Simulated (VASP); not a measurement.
# Ru (P6_3/mmc) in VASP: further runs

Runs on Ru. Level: PBEsol. Tasks: single point.

Program: VASP 6.6.1. These are calculated values, not measurements. Logs are shortened: lines on timing, memory, paths and dates and some standing lists are left out, and cuts for length are marked.

### Step 1. The cell of the first run

Symmetry: P6_3/mmc, No. 194, hexagonal system. The conventional cell has a = 2.632 Å, b = 2.632 Å, c = 4.297 Å, α = 90.00°, β = 90.00°, γ = 120.00°. Within 3.5 Å of Ru (site symmetry -6m2) lie 12 Ru at 2.63 Å.

### Step 2. Single point, PBEsol (volume 12.895 Å^3 an atom, c/a of the conventional cell 1.6325)

Contents of INCAR:

```
PREC     = Accurate       # precision mode
ENCUT    = 520            # plane-wave cutoff, eV
EDIFF    = 1E-7           # SCF threshold, eV
ISMEAR   = 0              # smearing method
SIGMA    = 0.15           # smearing width, eV
LREAL    = F              # projectors in reciprocal space
LASPH    = T              # aspherical terms in the spheres
NELM     = 80             # most SCF steps
ALGO     = Fast           # electronic algorithm
ISIF     = 2              # what is computed and relaxed
LWAVE    = F              # write WAVECAR
LCHARG   = F              # write CHGCAR
GGA      = PS             # functional
NBANDS   = 21             # bands
```

Contents of KPOINTS:

```
regular mesh
0
Gamma
  21 21 12
```

Contents of POSCAR:

```
Ru
1.0
    2.6324239911      0.0000000000      0.0000000000
   -1.3162119955      2.2797460498      0.0000000000
    0.0000000000      0.0000000000      4.2974321654
Ru
2
Direct
    0.3333333333      0.6666666667      0.2500000000
    0.6666666667      0.3333333333      0.7500000000
```

Potentials or basis: VASP PAW PBE potentials, release 64 (Ru_pv).

On the command line:

```
$ cat potpaw_PBE.64/Ru_pv/POTCAR > POTCAR
$ mpirun -np 1 vasp_std > vasp.out
```

OUTCAR:

```text
PREC = Accurate
   ENCUT = 520
   EDIFF = 1E-7
   ISMEAR = 0
   LREAL = F
   LASPH = T
   NELM = 80
   ISIF = 2
   GGA = PS

 ion  position               nearest neighbor table
   1  0.333  0.667  0.250-   2 2.63   2 2.63   2 2.63   2 2.63   2 2.63   2 2.63
   2  0.667  0.333  0.750-   1 2.63   1 2.63   1 2.63   1 2.63   1 2.63   1 2.63

  LATTYP: Found a hexagonal cell.
 ALAT       =     2.6324239911
 C/A-ratio  =     1.6325000000

  Lattice vectors:

 A1 = (   2.6324239911,   0.0000000000,   0.0000000000)
 A2 = (  -1.3162119955,   2.2797460498,   0.0000000000)
 A3 = (   0.0000000000,   0.0000000000,   4.2974321654)

Analysis of symmetry for initial positions (statically):
=====================================================================
 Subroutine PRICEL returns:
 Original cell was already a primitive cell.

 Routine SETGRP: Setting up the symmetry group for a
 hexagonal supercell.

 Subroutine GETGRP returns: Found 24 space group operations
 (whereof 12 operations were pure point group operations)
 out of a pool of 24 trial point group operations.

The static configuration has the point symmetry D_3d.
 The point group associated with its full space group is D_6h.

Analysis of symmetry for dynamics (positions and initial velocities):
=====================================================================
 Subroutine PRICEL returns:
 Original cell was already a primitive cell.

 Routine SETGRP: Setting up the symmetry group for a
 hexagonal supercell.

 Subroutine GETGRP returns: Found 24 space group operations
 (whereof 12 operations were pure point group operations)
 out of a pool of 24 trial point group operations.

The dynamic configuration has the point symmetry D_3d.
 The point group associated with its full space group is D_6h.

 Subroutine INISYM returns: Found 24 space group operations
 (whereof 12 operations are pure point group operations),
 and found     1 'primitive' translations

----------------------------------------------------------------------------------------

                                     Primitive cell

  volume of cell :      25.7900

  direct lattice vectors                    reciprocal lattice vectors
     2.632423991  0.000000000  0.000000000     0.379878015  0.219322674  0.000000000
    -1.316211996  2.279746050  0.000000000     0.000000000  0.438645348  0.000000000
     0.000000000  0.000000000  4.297432165     0.000000000  0.000000000  0.232697099

  length of vectors
     2.632423991  2.632423991  4.297432165     0.438645348  0.438645348  0.232697099

  position of ions in fractional coordinates (direct lattice)
     0.333333333  0.666666667  0.250000000
     0.666666667  0.333333333  0.750000000

  ion indices of the primitive-cell ions
   primitive index   ion index
                 1           1
                 2           2

----------------------------------------------------------------------------------------

 KPOINTS: regular mesh

Automatic generation of k-mesh.
 Grid dimensions read from file:
 generate k-points for:   21   21   12

 Generating k-lattice:

  Cartesian coordinates                     Fractional coordinates (reciprocal lattice)
     0.018089429  0.010443937  0.000000000     0.047619048  0.000000000  0.000000000
     0.000000000  0.020887874  0.000000000     0.000000000  0.047619048  0.000000000
     0.000000000  0.000000000  0.019391425     0.000000000  0.000000000  0.083333333

  Length of vectors
     0.020887874  0.020887874  0.019391425

  Shift w.r.t. Gamma in fractional coordinates (k-lattice)
     0.000000000  0.000000000  0.000000000

 Subroutine IBZKPT returns following result:
 ===========================================

 Found    336 irreducible k-points:

 Following reciprocal coordinates:
            Coordinates               Weight
  0.000000  0.000000  0.000000      1.000000
  0.047619 -0.000000  0.000000      6.000000
  0.095238 -0.000000  0.000000      6.000000
  0.142857  0.000000  0.000000      6.000000
  0.190476 -0.000000  0.000000      6.000000
  0.238095 -0.000000  0.000000      6.000000
[... 16 lines left out ...]
  0.142857  0.095238  0.000000     12.000000
  0.190476  0.095238  0.000000     12.000000
 [... further k-points ...]
   k-points           NKPTS =    336   k-points in BZ     NKDIM =    336   number of bands    NBANDS=     21
   number of dos      NEDOS =    301   number of ions     NIONS =      2
   total plane-waves  NPLWV =  12800
   dimension x,y,z NGX =    20 NGY =   20 NGZ =   32
   dimension x,y,z NGXF=    40 NGYF=   40 NGZF=   64
   ions per type =               2
   NGX,Y,Z   is equivalent  to a cutoff of  12.63, 12.63, 12.38 a.u.
   NGXF,Y,Z  is equivalent  to a cutoff of  25.26, 25.26, 24.76 a.u.
 SYSTEM =  unknown system
   PREC   = accura    normal or accurate (medium, high low for compatibility)
   ISTART =      0    job   : 0-new  1-cont  2-samecut
   ICHARG =      2    charge: 1-file 2-atom 10-const
   ISPIN  =      1    spin polarized calculation?
   LNONCOLLINEAR =      F non collinear calculations
   LSORBIT =      F    spin-orbit coupling
   LASPH  =      T    aspherical Exc in radial PAW
   ENCUT  =  520.0 eV  38.22 Ry    6.18 a.u.   4.89  4.89  7.99*2*pi/ulx,y,z
   NELM   =     80;   NELMIN=  2; NELMDL= -5     # of ELM steps
   EDIFF  = 0.1E-06   stopping-criterion for ELM
   LREAL  =      F    real-space projection
   EDIFFG = 0.1E-05   stopping-criterion for IOM
   NSW    =      0    number of steps for IOM
   IBRION =     -1    ionic relax: 0-MD 1-quasi-New 2-CG
   NFREE  =      0    steps in history (QN), initial steepest desc. (CG)
   ISIF   =      2    stress and relaxation
   ISYM   =      2    0-nonsym 1-usesym 2-fastsym
   POTIM  = 0.5000    time-step for ionic-motion
   TEBEG  =    0.0;   TEEND  =   0.0 temperature during run
   PSTRESS=    0.0 pullay stress
   NELECT =      28.0000    total number of electrons
   NUPDOWN=      -1.0000    fix difference up-down
   EMIN   =  10.00;   EMAX   =-10.00  energy-range for DOS
   EFERMI =   0.00;   METHOD = LEGACY
   ISMEAR =     0;   SIGMA  =   0.15  broadening in eV -4-tet -1-fermi 0-gaus
   EFERMI_NEDOS =   21; number of points for ismear=-14 and -15
   IALGO  =     68    algorithm
   IMIX   =      4    mixing-type and parameters
     AMIX     =   0.40;   BMIX     =  1.00
     AMIX_MAG =   1.60;   BMIX_MAG =  1.00
  volume/ion in A,a.u.               =      12.90        87.02
  Fermi-wavevector in a.u.,A,eV,Ry     =   1.682585  3.179625 38.519357  2.831093
  Thomas-Fermi vector in A             =   2.765938
   LORBIT       =      0    0 simple, 1 ext, 2 COOP (PROOUT), +10 PAW based schemes
   GGA     = PS    functional components
   LHFCALC =     F    Hartree Fock is set to
   AEXX    =    0.0000 exact exchange contribution
   IVDW    =     0    specifies the selected vdW correction
   LEPSILON=     F    determine dielectric tensor
   LRPA    =     F    only Hartree local field effects (RPA)
 non-spin polarized calculation
 RMM-DIIS sequential band-by-band and
 Gauss-broadening in eV      SIGMA  =   0.15
  energy-cutoff  :      520.00
  volume of cell :       25.79
 maximum number of plane-waves:       711
 NGX is ok and might be reduce to    20
   NGX =  9   NGY =  9   NGZ = 15

 number of electron      27.9999999 magnetization

 Free energy of the ion-electron system (eV)
  ---------------------------------------------------
  ext. energy  EPLUGINS =         0.00000000
  ---------------------------------------------------
  free energy    TOTEN  =       -20.28795269 eV

  energy without entropy =      -20.27047399  energy(sigma->0) =      -20.27921334

 E-fermi :  13.6746     XC(G=0): -14.6029

 val. band max:       13.6714502253   @ k =   0.0000   0.0000   0.1667
 cond. band min:      13.6748104785   @ k =   0.2381   0.0476   0.0833
 fundamental gap:      0.0033602531
 Fermi energy:        13.6746263441

 k-point     1 :       0.0000    0.0000    0.0000
  band No.  band energies     occupation
      1     -30.0947      2.00000
      2     -28.9860      2.00000
      3     -28.9860      2.00000
      4     -28.8216      2.00000
      5     -28.8163      2.00000
      6     -28.8163      2.00000
[... 13 lines left out ...]
     20      23.8908      0.00000
     21      24.1950      0.00000

 k-point     2 :       0.0476   -0.0000    0.0000
  band No.  band energies     occupation
      1     -30.0855      2.00000
      2     -29.0082      2.00000
      3     -28.9930      2.00000
      4     -28.8392      2.00000
      5     -28.8250      2.00000
      6     -28.8196      2.00000
[... 13 lines left out ...]
     20      23.8907      0.00000
     21      24.1822      0.00000

 k-point     3 :       0.0952   -0.0000    0.0000
  band No.  band energies     occupation
      1     -30.0584      2.00000
      2     -29.0727      2.00000
      3     -29.0132      2.00000
      4     -28.9055      2.00000
      5     -28.8353      2.00000
      6     -28.8294      2.00000
[... 13 lines left out ...]
     20      23.8907      0.00000
     21      24.1418      0.00000

 k-point     4 :       0.1429    0.0000    0.0000
  band No.  band energies     occupation
      1     -30.0146      2.00000
      2     -29.1737      2.00000
      3     -29.0442      2.00000
      4     -29.0078      2.00000
      5     -28.8528      2.00000
      6     -28.8454      2.00000
[... 13 lines left out ...]
     20      23.8906      0.00000
     21      24.0754      0.00000

 k-point     5 :       0.1905   -0.0000    0.0000
  band No.  band energies     occupation
      1     -29.9562      2.00000
      2     -29.3020      2.00000
      3     -29.1354      2.00000
      4     -29.0827      2.00000
      5     -28.8776      2.00000
      6     -28.8665      2.00000
[... 13 lines left out ...]
     20      23.8906      0.00000
     21      24.0012      0.00000

 k-point     6 :       0.2381   -0.0000    0.0000
  band No.  band energies     occupation
      1     -29.8859      2.00000
      2     -29.4459      2.00000
      3     -29.2758      2.00000
      4     -29.1251      2.00000
      5     -28.9098      2.00000
      6     -28.8909      2.00000
[... 13 lines left out ...]
     20      23.8904      0.00000
     21      23.9501      0.00000

 k-point     7 :       0.2857   -0.0000    0.0000
  band No.  band energies     occupation
      1     -29.8076      2.00000
      2     -29.5925      2.00000
      3     -29.4159      2.00000
      4     -29.1674      2.00000
      5     -28.9492      2.00000
      6     -28.9165      2.00000
[... 13 lines left out ...]
     20      23.8902      0.00000
     21      23.9242      0.00000
[... 291 lines left out ...]
      1     -29.9439      2.00000
      2     -29.7433      2.00000
      3     -29.5491      2.00000
      4     -29.2809      2.00000
      5     -29.1093      2.00000
      6     -28.9959      2.00000
[... 13 lines left out ...]
     20      25.6035      0.00000
     21      27.2601      0.00000

 k-point    21 :       0.4762    0.0476    0.0000
  band No.  band energies     occupation
      1     -29.9651      2.00000
      2     -29.7622      2.00000
      3     -29.5270      2.00000
      4     -29.2874      2.00000
      5     -29.1255      2.00000
      6     -29.0000      2.00000
[... 13 lines left out ...]
     20      25.8698      0.00000
     21      27.0473      0.00000

 k-point    22 :       0.0952    0.0952    0.0000
  band No.  band energies     occupation
      1     -29.9891      2.00000
      2     -29.2116      2.00000
      3     -29.1260      2.00000
      4     -29.0058      2.00000
      5     -28.8685      2.00000
      6     -28.8634      2.00000
[... 13 lines left out ...]
     20      23.8906      0.00000
     21      24.0440      0.00000

 k-point    23 :       0.1429    0.0952    0.0000
  band No.  band energies     occupation
      1     -29.9319      2.00000
      2     -29.3207      2.00000
      3     -29.2333      2.00000
      4     -29.0597      2.00000
      5     -28.8988      2.00000
      6     -28.8884      2.00000
[... 13 lines left out ...]
     20      23.8905      0.00000
     21      23.9882      0.00000

 k-point    24 :       0.1905    0.0952    0.0000
  band No.  band energies     occupation
      1     -29.8631      2.00000
      2     -29.4509      2.00000
      3     -29.3472      2.00000
      4     -29.1188      2.00000
      5     -28.9306      2.00000
      6     -28.9208      2.00000
[... 13 lines left out ...]
     20      23.8903      0.00000
     21      23.9530      0.00000

 [... further k-points ...]

------------------------ aborting loop because EDIFF is reached ----------------------------------------

  FORCE on cell =-STRESS in cart. coord.  units (eV):
  Direction    XX          YY          ZZ          XY          YZ          ZX
  --------------------------------------------------------------------------------------
  -------------------------------------------------------------------------------------
  Total        2.9012861      2.9012861      0.0651224      0.0000000     -0.0000000     -0.0000000
  in kB      180.2394258    180.2394258      4.0456642      0.0000000     -0.0000000     -0.0000000
  external PRESSURE =     121.5081719 kB  Pullay stress =       0.0000000 kB

 VOLUME and BASIS-vectors are now :
 -----------------------------------------------------------------------------
  energy-cutoff  :      520.00
  volume of cell :       25.79
      direct lattice vectors                 reciprocal lattice vectors
     2.632423991  0.000000000  0.000000000     0.379878015  0.219322674  0.000000000
    -1.316211996  2.279746050  0.000000000     0.000000000  0.438645348  0.000000000
     0.000000000  0.000000000  4.297432165     0.000000000  0.000000000  0.232697099

 POSITION                                       TOTAL-FORCE (eV/Angst)
 -----------------------------------------------------------------------------------
     -0.00000      1.51983      1.07436         0.000000     -0.000000      0.000000
      1.31621      0.75992      3.22307        -0.000000      0.000000      0.000000
 -----------------------------------------------------------------------------------
    total drift:                               -0.000000      0.000000     -0.000000

  FREE ENERGIE OF THE ION-ELECTRON SYSTEM (eV)
  ---------------------------------------------------
  free  energy   TOTEN  =       -20.2879526888 eV

  energy  without entropy=      -20.2704739851  energy(sigma->0) =      -20.27921334
```

It took 89 s on 1 thread of Intel Xeon Platinum 8488C (Sapphire Rapids), shared host; peak memory 0.25 GiB.

What came out:

| Item | Value |
| --- | --- |
| Free energy | -20.2880 eV |
| Pressure | 12.2 GPa |
| Band gap on the k mesh | zero (band 14 reaches 15.44 eV, above the bottom of band 15 at 12.06 eV) |

Stress tensor (GPa, compression positive):
```
18.02  0.00  0.00
 0.00 18.02  0.00
 0.00  0.00  0.40
```

Caveat: the PAW data sets were made with another functional, which shifts forces and pressure a little.

### Step 3. Single point, PBEsol (volume 13.108 Å^3 an atom, c/a of the conventional cell 1.4592)

Contents of INCAR:

```
SYSTEM = Ru
  PREC = Accurate
  ENCUT = 520
  EDIFF = 1E-6
  ISMEAR = 0
  SIGMA = 0.15
  LREAL = .FALSE.
  LASPH = .TRUE.
  NELM = 60
  ALGO = Fast
  ISIF = 2
  LWAVE = .FALSE.
  LCHARG = .FALSE.
  GGA = PS
  NBANDS = 21
```

Contents of KPOINTS:

```
regular mesh
0
G
  21 21 12
  0 0 0
```

Contents of POSCAR:

```
Ru
1.0
    2.7477274890      0.0000000000      0.0000000000
   -1.3738637445      2.3796018082      0.0000000000
    0.0000000000      0.0000000000      4.0094839520
Ru
2
Direct
    0.3333333333      0.6666666667      0.2500000000
    0.6666666667      0.3333333333      0.7500000000
```

Potentials or basis: VASP PAW PBE potentials, release 64 (Ru_pv).

On the command line:

```
$ cat potpaw_PBE.64/Ru_pv/POTCAR > POTCAR
$ mpirun -np 1 vasp_std > vasp.out
```

Wall time 82 s (1 thread of Intel Xeon Platinum 8488C (Sapphire Rapids), shared host); peak memory 0.25 GiB.

It converged, with:

```yaml
Free_energy: -20.1719 eV
Pressure: 9.5 GPa
Band_gap_on_the_k_mesh: zero (band 14 reaches 14.77 eV, above the bottom of band 15 at 11.54 eV)
```

Stress tensor (GPa, compression positive):
```
-3.36  0.00  0.00
 0.00 -3.36  0.00
 0.00  0.00 35.20
```

Levels at points of the mesh, in eV from the Fermi level:
```
           k point  band 12  band 13  band 14  band 15  band 16  band 17
(0.00, 0.00, 0.00)    -2.14    -1.96    -1.96    -1.79     1.22     1.22
(0.00, 0.00, 0.50)    -3.31    -2.40    -2.40     0.69     0.69     0.69
```

Caveat: the PAW data sets were made with another functional, which shifts forces and pressure a little.
